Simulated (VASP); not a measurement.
Write the native input for VASP 6.6.1 that does the following.

```yaml
Task: single point
Functional: PBEsol
Potentials_or_basis: VASP PAW PBE potentials, release 64 (Ti_sv, Al)
Cutoff: 520 eV
k_mesh: 14 × 14 × 14
Occupations: gaussian, width 0.15 eV
Spin: no spin polarisation
Dipole_correction: no
Further_INCAR_settings: ALGO = Normal; EDIFF = 1e-07; NBANDS = 14
```

The structure of TiAl lies in POSCAR:

```
TiAl
1.0
    3.0405369533      0.0000000000      0.0000000000
    0.0000000000      3.0405369533      0.0000000000
    0.0000000000      0.0000000000      3.1563759507
Ti Al
1 1
Direct
    0.0000000000      0.0000000000      0.0000000000
    0.5000000000      0.5000000000      0.5000000000
```

This cell differs from its parent crystal: normal strain along x -0.0367, normal strain along y -0.0367.

The input as run:

INCAR

```
SYSTEM = TiAl
  PREC = Accurate
  ENCUT = 520
  EDIFF = 1E-7
  ISMEAR = 0
  SIGMA = 0.15
  LREAL = .False.
  LASPH = .True.
  NELM = 80
  ALGO = Normal
  ISIF = 2
  LWAVE = .False.
  LCHARG = .False.
  GGA = PS
  NBANDS = 14
```

KPOINTS

```
regular mesh
0
Gamma
  14 14 14
  0 0 0
```

Potentials or basis: VASP PAW PBE potentials, release 64 (Ti_sv, Al).

Command:

```bash
$ cat potpaw_PBE.64/Ti_sv/POTCAR potpaw_PBE.64/Al/POTCAR > POTCAR
$ mpirun -np 1 vasp_std > vasp.out
```

Results of the run:

```
Pressure : 10.3 GPa
```

Caveat: the cell differs from its parent crystal (normal strain along x -0.0367, normal strain along y -0.0367); the PAW data sets were made with another functional, which shifts forces and pressure a little.

Run time: 52 s on 1 thread of Intel(R) Xeon(R) 6975P-C (Granite Rapids), with other jobs on the host, peak memory 0.23 GiB.
